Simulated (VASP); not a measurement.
# Co (P-1) in VASP: further runs

Co is run at these levels: PBE; tasks: single point.

Program: VASP 6.6.1. These are calculated values, not measurements. Logs are shortened: lines on timing, memory, paths and dates and some standing lists are left out, and cuts for length are marked.

**1. The cell of the first run**

The typed cell holds 1 atom: a = 2.425 Å, b = 2.437 Å, c = 2.401 Å, α = 107.69°, β = 110.08°, γ = 109.82°.

**2. Single point, PBE, collinear spin, ferromagnetic start**

The input, INCAR:

```
PREC = Accurate ; ENCUT = 520
EDIFF = 1E-7 ; ISMEAR = -1
SIGMA = 0.05 ; LREAL = F
LASPH = T ; NELM = 150
ALGO = Normal ; ISIF = 2
LWAVE = F ; LCHARG = T
ISPIN = 2 ; MAGMOM = 2
LORBIT = 11 ; LMAXMIX = 4
GGA = PE ; LELF = T
LVHAR = T ; NBANDS = 14
```

The input, KPOINTS:

```
regular mesh
0
Gamma
  13 13 13
```

The input, POSCAR:

```
Co
1.0
   -1.4145745000      1.3929095500      1.3921574700
    1.4429802800     -1.3751271500      1.4027808400
    1.4112696000      1.3718222500     -1.3743750600
Co
1
Direct
    0.0000000000      0.0000000000      0.0000000000
```

Potentials or basis: VASP PAW PBE potentials, release 64 (Co).

Started as:

```sh
$ cat potpaw_PBE.64/Co/POTCAR > POTCAR
$ mpirun -np 1 vasp_std > vasp.out
```

OUTCAR:

```text
PREC = Accurate
   ENCUT = 520
   EDIFF = 1E-7
   ISMEAR = -1
   LREAL = F
   LASPH = T
   NELM = 150
   ISIF = 2
   ISPIN = 2
   LORBIT = 11
   GGA = PE

 ion  position               nearest neighbor table
   1  0.000  0.000  0.000-

  LATTYP: Found a triclinic cell.
 ALAT       =     6.1639271409
 B/A-ratio  =     0.6337387412
 C/A-ratio  =     0.3933743782
 COS(alpha) =     0.0005142480
 COS(beta)  =     0.2599597309
 COS(gamma) =     0.9471042428

  Lattice vectors:

 A1 = (  -0.0350155800,   5.5116812000,  -2.7593734900)
 A2 = (  -0.0317106800,   2.7469494000,  -2.7771559000)
 A3 = (  -1.4145745000,   1.3929095500,   1.3921574700)

Analysis of symmetry for initial positions (statically):
=====================================================================
 Subroutine PRICEL returns:
 Original cell was already a primitive cell.

 Routine SETGRP: Setting up the symmetry group for a
 triclinic supercell.

 Subroutine GETGRP returns: Found  2 space group operations
 (whereof  2 operations were pure point group operations)
 out of a pool of  2 trial point group operations.

The static configuration has the point symmetry S_2 .

Analysis of symmetry for dynamics (positions and initial velocities):
=====================================================================
 Subroutine PRICEL returns:
 Original cell was already a primitive cell.

 Routine SETGRP: Setting up the symmetry group for a
 triclinic supercell.

 Subroutine GETGRP returns: Found  2 space group operations
 (whereof  2 operations were pure point group operations)
 out of a pool of  2 trial point group operations.

The dynamic configuration has the point symmetry S_2 .

Analysis of structural, dynamic, and magnetic symmetry:
=====================================================================
 Subroutine PRICEL returns:
 Original cell was already a primitive cell.

 Routine SETGRP: Setting up the symmetry group for a
 triclinic supercell.

 Subroutine GETGRP returns: Found  2 space group operations
 (whereof  2 operations were pure point group operations)
 out of a pool of  2 trial point group operations.

The overall configuration has the point symmetry S_2 .

 Subroutine INISYM returns: Found  2 space group operations
 (whereof  2 operations are pure point group operations),
 and found     1 'primitive' translations

----------------------------------------------------------------------------------------

                                     Primitive cell

  volume of cell :      11.0262

  direct lattice vectors                    reciprocal lattice vectors
    -1.414574500  1.392909550  1.392157470    -0.003122163  0.359408250  0.355534697
     1.442980280 -1.375127150  1.402780840     0.346826794 -0.001864074  0.354276607
[... 126 lines left out ...]
  ---------------------------------------------------
  free energy    TOTEN  =        -6.95137387 eV

  energy without entropy =       -6.93788785  energy(sigma->0) =       -6.94463086

 E-fermi :  10.3781     XC(G=0): -13.3115

 val. band max:       10.3775660810   @ k =  -0.4615   0.0000   0.3846
 cond. band min:      10.3795155943   @ k =  -0.4615   0.0769   0.3846
 fundamental gap:      0.0019495133
 Fermi energy:        10.3781376135

 spin component 1

 k-point     1 :       0.0000    0.0000    0.0000
  band No.  band energies     occupation
      1       1.2043      1.00000
      2       7.2539      1.00000
      3       7.3536      1.00000
      4       7.5026      1.00000
      5       8.4179      1.00000
      6       8.4846      1.00000
      7      35.0313      0.00000
      8      35.7246      0.00000
      9      36.0155      0.00000
     10      40.4317      0.00000
     11      40.9410      0.00000
     12      41.8174      0.00000
     13      42.5307      0.00000
     14      42.6793      0.00000
[... 379 lines left out ...]
      3       6.9750      1.00000
      4       8.3474      1.00000
      5       8.7299      1.00000
      6       9.6268      1.00000
      7      23.4773      0.00000
      8      25.2848      0.00000
      9      31.3032      0.00000
     10      36.1007      0.00000
     11      40.7972      0.00000
     12      42.2736      0.00000
     13      46.3410      0.00000
     14      48.3938      0.00000

 [... further k-points ...]

 spin component 2

 k-point     1 :       0.0000    0.0000    0.0000
  band No.  band energies     occupation
      1       1.2331      1.00000
      2       8.7237      1.00000
      3       8.8538      1.00000
      4       9.0636      1.00000
      5      10.5994      0.01183
      6      10.8027      0.00021
      7      34.7780      0.00000
      8      35.4739      0.00000
      9      35.7829      0.00000
     10      40.5207      0.00000
     11      40.9806      0.00000
     12      42.6100      0.00000
     13      42.8519      0.00000
     14      43.1335      0.00000
[... 379 lines left out ...]
      3       8.2807      1.00000
      4      10.4174      0.31325
      5      10.9069      0.00003
      6      11.2344      0.00000
      7      23.9513      0.00000
      8      25.6541      0.00000
      9      31.6125      0.00000
     10      36.1438      0.00000
     11      40.9815      0.00000
     12      42.5907      0.00000
     13      48.1173      0.00000
     14      50.2281      0.00000

 [... further k-points ...]

------------------------ aborting loop because EDIFF is reached ----------------------------------------

  FORCE on cell =-STRESS in cart. coord.  units (eV):
  Direction    XX          YY          ZZ          XY          YZ          ZX
  --------------------------------------------------------------------------------------
  -------------------------------------------------------------------------------------
  Total        0.0554032     -0.0494944     -0.0073778      0.0266052     -0.1228055     -0.1857192
  in kB        8.0504635     -7.1918743     -1.0720416      3.8659169    -17.8444665    -26.9862545
  external PRESSURE =      -0.0711508 kB  Pullay stress =       0.0000000 kB

 VOLUME and BASIS-vectors are now :
 -----------------------------------------------------------------------------
  energy-cutoff  :      520.00
  volume of cell :       11.03
      direct lattice vectors                 reciprocal lattice vectors
    -1.414574500  1.392909550  1.392157470    -0.003122163  0.359408250  0.355534697
     1.442980280 -1.375127150  1.402780840     0.346826794 -0.001864074  0.354276607
     1.411269600  1.371822250 -1.374375060     0.350832501  0.362155868 -0.005869779

 POSITION                                       TOTAL-FORCE (eV/Angst)
 -----------------------------------------------------------------------------------
      0.00000      0.00000      0.00000         0.000000      0.000000      0.000000
 -----------------------------------------------------------------------------------
    total drift:                                0.000000      0.000000      0.000000

  FREE ENERGIE OF THE ION-ELECTRON SYSTEM (eV)
  ---------------------------------------------------
  free  energy   TOTEN  =        -6.9513738653 eV

  energy  without entropy=       -6.9378878535  energy(sigma->0) =       -6.94463086

 total charge

# of ion       s       p       d       tot
------------------------------------------
    1        0.482   0.516   7.240   8.238

 magnetization (x)

# of ion       s       p       d       tot
------------------------------------------
    1       -0.006  -0.049   1.773   1.718
```

stdout:

```text
POSCAR found type information on POSCAR Co
 POSCAR found :  1 types and       1 ions
 scaLAPACK will be used
 LDA part: xc-table for (Slater+PW92), standard interpolation
 POSCAR, INCAR and KPOINTS ok, starting setup
 FFT: planning ... GRIDC
 FFT: planning ... GRID_SOFT
 FFT: planning ... GRID
 WAVECAR not read
 entering main loop
```

Run time: 5.8 min. Hardware: 1 thread of Intel Xeon Platinum 8259CL at 2.50GHz (Skylake/Cascade Lake), shared host; peak memory 0.36 GiB.

What came out:

```yaml
Free_energy: -6.9514 eV
Pressure: 0.0 GPa
Net_moment: 1.70 μB per cell
Site_moments: Co +1.72 μB
Valence_electrons_inside_the_program's_atomic_spheres: Co 8.24
```

**3. Single point, PBE, collinear spin, ferromagnetic start**

The input, INCAR:

```
SYSTEM = Co
PREC = Accurate ; ENCUT = 520
EDIFF = 1E-7 ; ISMEAR = -1
SIGMA = 0.05 ; LREAL = .False.
LASPH = .True. ; NELM = 150
ALGO = Normal ; ISIF = 2
LWAVE = .False. ; LCHARG = .False.
ISPIN = 2 ; MAGMOM = 3.5
LORBIT = 11 ; LMAXMIX = 4
GGA = PE ; NBANDS = 14
```

The input, KPOINTS:

```
regular mesh
0
Gamma
  13 13 13
  0 0 0
```

POSCAR is that of step 2.

Potentials or basis: VASP PAW PBE potentials, release 64 (Co).

Started as:

```sh
$ cat potpaw_PBE.64/Co/POTCAR > POTCAR
$ mpirun -np 1 vasp_std > vasp.out
```

Wall time 3.1 min (1 thread of Intel Xeon Platinum 8375C at 2.90GHz (Ice Lake), shared host); peak memory 0.35 GiB.

The run converged. Its results:

```yaml
Free_energy: -6.9514 eV
Pressure: 0.0 GPa
Net_moment: 1.70 μB per cell
Site_moments: Co +1.72 μB
Valence_electrons_inside_the_program's_atomic_spheres: Co 8.24
```

Stress tensor (GPa, compression positive):
```
 0.82  0.39 -2.70
 0.39 -0.72 -1.78
-2.70 -1.78 -0.10
```

Levels at points of the mesh, in eV from the Fermi level:
Spin up:
```csv
k point,band 2,band 3,band 4,band 5,band 6,band 7,band 8,band 9
"(0.00, 0.00, 0.00)",-3.12,-3.02,-2.88,-1.96,-1.89,24.65,25.35,25.64
```
Spin down:
```
           k point  band 1  band 2  band 3  band 4  band 5  band 6  band 7  band 8  band 9
(0.00, 0.00, 0.00)   -9.15   -1.65   -1.52   -1.31    0.22    0.42   24.40   25.10   25.40
```

**4. Single point, PBE, collinear spin, zero start**

The input, INCAR:

```
PREC     = Accurate       # precision mode
ENCUT    = 520            # plane-wave cutoff, eV
EDIFF    = 1E-6           # SCF threshold, eV
ISMEAR   = -1             # smearing method
SIGMA    = 0.05           # smearing width, eV
LREAL    = False          # projectors in reciprocal space
LASPH    = True           # aspherical terms in the spheres
NELM     = 150            # most SCF steps
ALGO     = Normal         # electronic algorithm
ISIF     = 2              # what is computed and relaxed
LWAVE    = False          # write WAVECAR
LCHARG   = False          # write CHGCAR
ISPIN    = 2              # spin polarisation
MAGMOM   = 0              # initial moments
LORBIT   = 11             # projections on sites
NUPDOWN  = 0.0            # fixed moment
LMAXMIX  = 4              # l up to which the mixer works
GGA      = PE             # functional
NBANDS   = 14             # bands
```

The input, KPOINTS:

```
regular mesh
0
Gamma
  11 11 11
```

POSCAR is that of step 3.

Started as:

```sh
$ cat potpaw_PBE.64/Co/POTCAR > POTCAR
$ mpirun -np 1 vasp_std > vasp.out
```

It took 3.9 min on 1 thread of Intel Xeon 8259CL, shared host; peak memory 0.26 GiB.

Results (log left out):

* Free energy: -6.5973 eV
* Pressure: -10.1 GPa
* Net moment: 0.00 μB per cell
* Valence electrons inside the program's atomic spheres: Co 8.25

Stress tensor (GPa, compression positive):
```
 -6.31   0.34  -2.73
  0.34 -12.99  -1.75
 -2.73  -1.75 -10.93
```

Caveat: the cell stands under tension; the total moment is fixed, so each spin has its own Fermi level.

**5. Single point, PBE, collinear spin, ferromagnetic start**

The input, INCAR:

```
SYSTEM = Co
PREC = Accurate
ENCUT = 520
EDIFF = 1E-6
ISMEAR = -1
SIGMA = 0.05
LREAL = .FALSE.
LASPH = .TRUE.
NELM = 150
ALGO = Normal
ISIF = 2
LWAVE = .FALSE.
LCHARG = .FALSE.
ISPIN = 2
MAGMOM = 0.5
LORBIT = 11
NUPDOWN = 0.5
LMAXMIX = 4
GGA = PE
NBANDS = 14
```

The input, KPOINTS:

```
Automatic mesh
0
G
  11 11 11
  0 0 0
```

POSCAR is that of step 4.

Potentials or basis: VASP PAW PBE potentials, release 64 (Co).

Started as:

```sh
$ cat potpaw_PBE.64/Co/POTCAR > POTCAR
$ mpirun -np 1 vasp_std > vasp.out
```

OUTCAR:

```text
SYSTEM = Co
   PREC = Accurate
   ENCUT = 520
   EDIFF = 1E-6
   ISMEAR = -1
   LREAL = .FALSE.
   LASPH = .TRUE.
   NELM = 150
   ISIF = 2
   ISPIN = 2
   LORBIT = 11
   NUPDOWN = 0.5
   GGA = PE

 ion  position               nearest neighbor table
   1  0.000  0.000  0.000-

  LATTYP: Found a triclinic cell.
 ALAT       =     6.1639271409
 B/A-ratio  =     0.6337387412
 C/A-ratio  =     0.3933743782
 COS(alpha) =     0.0005142480
 COS(beta)  =     0.2599597309
 COS(gamma) =     0.9471042428

  Lattice vectors:

 A1 = (  -0.0350155800,   5.5116812000,  -2.7593734900)
 A2 = (  -0.0317106800,   2.7469494000,  -2.7771559000)
 A3 = (  -1.4145745000,   1.3929095500,   1.3921574700)

Analysis of symmetry for initial positions (statically):
=====================================================================
 Subroutine PRICEL returns:
 Original cell was already a primitive cell.

 Routine SETGRP: Setting up the symmetry group for a
 triclinic supercell.

[... 609 lines left out ...]
      9      35.8372      0.00000
     10      40.4794      0.00000
     11      40.9734      0.00000
     12      42.3258      0.00000
     13      42.6880      0.00000
     14      42.9531      0.00000
[... 379 lines left out ...]
      3       7.8336      1.00000
      4       9.8229      0.99580
      5      10.3342      0.00851
      6      11.6150      0.00000
      7      21.2594      0.00000
      8      23.8702      0.00000
      9      30.5090      0.00000
     10      36.1717      0.00000
     11      41.0265      0.00000
     12      43.3130      0.00000
     13      48.3919      0.00000
     14      49.4366      0.00000

 [... further k-points ...]

------------------------ aborting loop because EDIFF is reached ----------------------------------------

  FORCE on cell =-STRESS in cart. coord.  units (eV):
  Direction    XX          YY          ZZ          XY          YZ          ZX
  --------------------------------------------------------------------------------------
  -------------------------------------------------------------------------------------
  Total       -0.4509923     -0.7791006     -0.7056951      0.0289457     -0.1268872     -0.2248455
  in kB      -65.5322150   -113.2085578   -102.5422519      4.2059980    -18.4375640    -32.6715635
  external PRESSURE =     -93.7610082 kB  Pullay stress =       0.0000000 kB

 VOLUME and BASIS-vectors are now :
 -----------------------------------------------------------------------------
  energy-cutoff  :      520.00
  volume of cell :       11.03
      direct lattice vectors                 reciprocal lattice vectors
    -1.414574500  1.392909550  1.392157470    -0.003122163  0.359408250  0.355534697
     1.442980280 -1.375127150  1.402780840     0.346826794 -0.001864074  0.354276607
     1.411269600  1.371822250 -1.374375060     0.350832501  0.362155868 -0.005869779

 POSITION                                       TOTAL-FORCE (eV/Angst)
 -----------------------------------------------------------------------------------
      0.00000      0.00000      0.00000        -0.000000      0.000000      0.000000
 -----------------------------------------------------------------------------------
    total drift:                                0.000000      0.000000      0.000000

  FREE ENERGIE OF THE ION-ELECTRON SYSTEM (eV)
  ---------------------------------------------------
  free  energy   TOTEN  =        -6.6584503040 eV

  energy  without entropy=       -6.6352807316  energy(sigma->0) =       -6.64686552

 total charge

# of ion       s       p       d       tot
------------------------------------------
    1        0.471   0.492   7.283   8.246

 magnetization (x)

# of ion       s       p       d       tot
------------------------------------------
    1       -0.004  -0.029   0.549   0.516
```

OSZICAR:

```text
N       E                     dE             d eps       ncg     rms          rms(c)
DAV:   1     0.278450782844E+02    0.27845E+02   -0.37700E+03 38690   0.751E+02
DAV:   2    -0.657579468684E+01   -0.34421E+02   -0.32416E+02 40662   0.147E+02
DAV:   3    -0.779793704705E+01   -0.12221E+01   -0.12034E+01 47144   0.286E+01
DAV:   4    -0.780645992772E+01   -0.85229E-02   -0.85197E-02 45976   0.225E+00
DAV:   5    -0.780658929569E+01   -0.12937E-03   -0.12936E-03 49158   0.257E-01    0.983E+00
DAV:   6    -0.688000023550E+01    0.92659E+00   -0.12094E+01 52308   0.391E+01    0.387E+00
DAV:   7    -0.667589263904E+01    0.20411E+00   -0.15404E+00 44730   0.126E+01    0.155E+00
DAV:   8    -0.666147888767E+01    0.14414E-01   -0.22580E-02 52836   0.113E+00    0.739E-01
DAV:   9    -0.665897006834E+01    0.25088E-02   -0.13836E-03 62286   0.210E-01    0.216E-01
DAV:  10    -0.665846799735E+01    0.50207E-03   -0.44659E-04 56710   0.138E-01    0.427E-02
DAV:  11    -0.665844837186E+01    0.19625E-04   -0.13918E-04 46814   0.112E-01    0.204E-02
DAV:  12    -0.665844937946E+01   -0.10076E-05   -0.36091E-05 54250   0.434E-02    0.134E-02
DAV:  13    -0.665845030403E+01   -0.92456E-06   -0.60219E-06 45162   0.235E-02
   1 F= -.66584503E+01 E0= -.66468655E+01  d E =-.231696E-01  mag=     0.5000
```

Run time: 4.5 min. Hardware: 1 thread of Intel Xeon 8259CL, shared host; peak memory 0.26 GiB.

What came out:

| Item | Value |
| --- | --- |
| Free energy | -6.6585 eV |
| Pressure | -9.4 GPa |
| Net moment | 0.50 μB per cell |
| Site moments | Co +0.52 μB |
| Valence electrons inside the program's atomic spheres | Co 8.25 |

Stress tensor (GPa, compression positive):
```
 -6.55   0.42  -3.27
  0.42 -11.32  -1.84
 -3.27  -1.84 -10.25
```

Caveat: the cell stands under tension; the total moment is fixed, so each spin has its own Fermi level.

**6. Summary**

```csv
spin,fixed moment (μB),k mesh,pressure (GPa),moment (μB)
"collinear, ferromagnetic start",-,13 × 13 × 13,0.0,1.70
"collinear, zero start",0.0,11 × 11 × 11,-10.1,0.00
"collinear, ferromagnetic start",0.5,11 × 11 × 11,-9.4,0.50
```

Alike in all rows: task single point; level PBE; potentials or basis VASP PAW PBE potentials, release 64 (Co); cell as given; cutoff (eV) 520; smearing fermi-dirac 0.05 eV.

Caveats: the cell stands under tension (at least some runs); the total moment is fixed, so each spin has its own Fermi level (at least some runs).

Absolute energies hang on the potentials; compare differences alone.
